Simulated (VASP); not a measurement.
Here is a VASP 6.6.1 calculation.

File POSCAR:

```
C
1.0
   -0.0000017678     -1.7801478739     -1.7801561704
   -1.7801545677     -0.0000040119     -1.7801539264
    1.7801518348      1.7801384089     -3.5603011079
C
4
Direct
    0.7499976098      0.7500040488      0.7499995773
    0.2500019005      0.2499966270      0.2500005849
    0.3749979973      0.3750033450      0.8749996536
    0.8750024925      0.8749959791      0.3750001842
```

The input INCAR.step1:

```
ALGO     = Normal         # electronic algorithm
EDIFF    = 1E-5           # SCF threshold, eV
ENCUT    = 910            # plane-wave cutoff, eV
GGA      = PE             # functional
GGA_COMPAT= F            
ISMEAR   = 0              # smearing method
LASPH    = T              # aspherical terms in the spheres
LCHARG   = F              # write CHGCAR
LREAL    = F              # projectors in reciprocal space
LWAVE    = T              # write WAVECAR
NBANDS   = 16             # bands
NELM     = 120            # most SCF steps
PREC     = Accurate       # precision mode
SIGMA    = 0.05           # smearing width, eV
```

The input INCAR.step2:

```
ALGO     = Normal         # electronic algorithm
EDIFF    = 1E-6           # SCF threshold, eV
ENCUT    = 910            # plane-wave cutoff, eV
GGA_COMPAT= F            
ISIF     = 2              # what is computed and relaxed
ISMEAR   = 0              # smearing method
ISTART   = 1            
LASPH    = T              # aspherical terms in the spheres
LCHARG   = F              # write CHGCAR
LMIXTAU  = T            
LREAL    = F              # projectors in reciprocal space
LWAVE    = F              # write WAVECAR
METAGGA  = R2SCAN         # meta-GGA
NBANDS   = 16             # bands
NELM     = 120            # most SCF steps
PREC     = Accurate       # precision mode
SIGMA    = 0.05           # smearing width, eV
```

KPOINTS

```
k-points
0
Gamma
  12 12 10
```

Potentials or basis: VASP PAW PBE potentials, release 64 (C_h).

Command:

```sh
$ cat potpaw_PBE.64/C_h/POTCAR > POTCAR
$ cp INCAR.step1 INCAR
$ mpirun -np 1 vasp_std > vasp.out
$ cp INCAR.step2 INCAR
$ mpirun -np 1 vasp_std > vasp.out
```

**Question.** Estimate the band gap on the k mesh.

**Answer.** 4.40 eV.

**Question.** Estimate the pressure.

**Answer.** -0.9 GPa.

Caveat: the cutoff is under 1.25 times the usual one of these potentials, so pressure, stress and relaxed cells hold a basis-set (Pulay) error; the PAW data sets were made with another functional, which shifts forces and pressure a little. A k mesh can miss the band edges.
